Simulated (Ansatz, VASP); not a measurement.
**Two plane-wave programs on MgO**

File INCAR:

```
SYSTEM = MgO
PREC = Accurate ; ENCUT = 520
EDIFF = 1E-7 ; ISMEAR = 0
SIGMA = 0.05 ; LREAL = .FALSE.
LASPH = .TRUE. ; NELM = 80
ALGO = Normal ; ISIF = 2
LWAVE = .FALSE. ; LCHARG = .FALSE.
GGA = PE ; NBANDS = 11
```

Contents of KPOINTS:

```
Automatic mesh
0
G
  10 10 10
  0 0 0
```

The input POSCAR:

```
MgO
1.0
    0.0000000000      1.8078844696      2.1269229054
    2.1269229054      0.0000000000      2.1269229054
    2.1269229054      1.8078844696      0.0000000000
Mg O
1 1
Direct
    0.0000000000      0.0000000000      0.0000000000
    0.5000000000      0.5000000000      0.5000000000
```

Input for Ansatz:

```yaml
crystal:
  lattice:
    - [0.0, 1.8078844696, 2.1269229054]
    - [2.1269229054, 0.0, 2.1269229054]
    - [2.1269229054, 1.8078844696, 0.0]
  atoms:
    - { symbol: Mg, position: [0.0, 0.0, 0.0] }
    - { symbol: O, position: [0.5, 0.5, 0.5] }
basis:
  ecutwfc: 420
kpoints:
  mp_grid: { grid: [10, 10, 10] }
hamiltonian:
  xc: pbe
scf:
  occupations: { method: gaussian, width: 0.05 }
output:
  forces: true
  stress: true
  eigenvalues: true
```

Change from the starting cell: strain -0.1500 x Voigt [0, 1, 0, 0, 0, 0], atoms carried along.

Alike in both runs: task single point; functional PBE; k mesh 10 × 10 × 10; occupations gaussian, width 0.05 eV; no spin polarisation.

|  | VASP | Ansatz |
| --- | --- | --- |
| version | VASP 6.6.1 | Ansatz 0.2.0 |
| potentials or method | VASP PAW PBE potentials, release 64 (Mg, O), cutoff 520 eV | scalar-relativistic, plane waves, PAW |
| valence electrons in the cell | 8 | 16 |

```tsv
	VASP	Ansatz	Ansatz less VASP
gap on the k mesh at the Fermi level (eV)	5.72	5.73	+0.010
least direct gap on the mesh (eV)	5.72	5.73	+0.010
pressure (GPa)	47.9	48.0	+0.10
traceless stress, the component that is largest in VASP (GPa)	60.76	59.65	-1.118
```

Both programs put the cell under a high pressure, so it lies far from rest at this level. VASP's potentials hold 8 valence electrons a cell and Ansatz's 16, so a difference there can come from the potentials and not from the codes.
